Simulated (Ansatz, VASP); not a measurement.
One calculation of BP, two programs

```
CELL_PARAMETERS angstrom
0.00000 2.26900 2.26900
2.26900 0.00000 2.26900
2.26900 2.26900 0.00000
ATOMIC_POSITIONS crystal
P 0.75000 0.75000 0.75000
B 0.00000 0.00000 0.00000
```

Alike in both runs: functional HSE06; k mesh 5 × 5 × 5; occupations fermi-dirac, width 0.05 eV; no spin polarisation.

```csv
,VASP,Ansatz
version,VASP 6.6.1,Ansatz 0.2.0
potentials or method,"VASP PAW PBE potentials, release 64 (P, B)",Ansatz PAW
plane-wave cutoff (eV),520,420
valence electrons in the cell,8,8
task,single point,band structure
```

```tsv
	VASP	Ansatz	Ansatz less VASP
gap on the k mesh at the Fermi level (eV)	1.98	1.98	+0.004
least direct gap on the mesh (eV)	4.34	4.35	+0.006
pressure (GPa)	-1.8	-1.2	+0.56
```

The k mesh is coarse, so the values compare programs but aren't converged.
